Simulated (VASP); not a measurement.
**Sn: single point with PBE**

Sn:

```
Sn
1.0
     0.00000    3.17694    3.17694
     3.17694    0.00000    3.17694
     3.17694    3.17694    0.00000
Sn
2
Direct
  0.25000 0.25000 0.25000
  0.00000 0.00000 0.00000
```

| Property | Result |
| --- | --- |
| Program | VASP 6.6.1 |
| Task | single point |
| Functional | PBE |
| Potentials or basis | VASP PAW PBE potentials, release 64 (Sn_d) |
| Cutoff | 500 eV |
| k mesh | 6 × 6 × 6 |
| Occupations | gaussian, width 0.1 eV |
| Spin | no spin polarisation |
| Dipole correction | no |
| Further INCAR settings | ALGO = Normal; EDIFF = 1e-06; NBANDS = 21 |

| Item | Value |
| --- | --- |
| Pressure | 7.0 GPa |
| Band gap on the k mesh | zero (filled and empty bands touch) |

Levels at points of the mesh, in eV from the Fermi level:
```
           k point  band 12  band 13  band 14  band 15  band 16  band 17
(0.00, 0.00, 0.00)    -0.25     0.02     0.02     0.02     2.09     2.09
(0.50, 0.00, 0.00)    -6.62    -1.29    -1.29     0.06     3.18     3.18
(0.50, 0.50, 0.00)    -7.80    -2.75    -2.75     0.68     0.68     8.07
```

Wall time 30 s on 1 thread of Intel(R) Xeon(R) Platinum 8375C CPU @ 2.90GHz (Ice Lake), on a shared host, peak memory 0.2 GiB.

Caveat: spin-orbit coupling is left out, which moves the levels of the heavy elements.
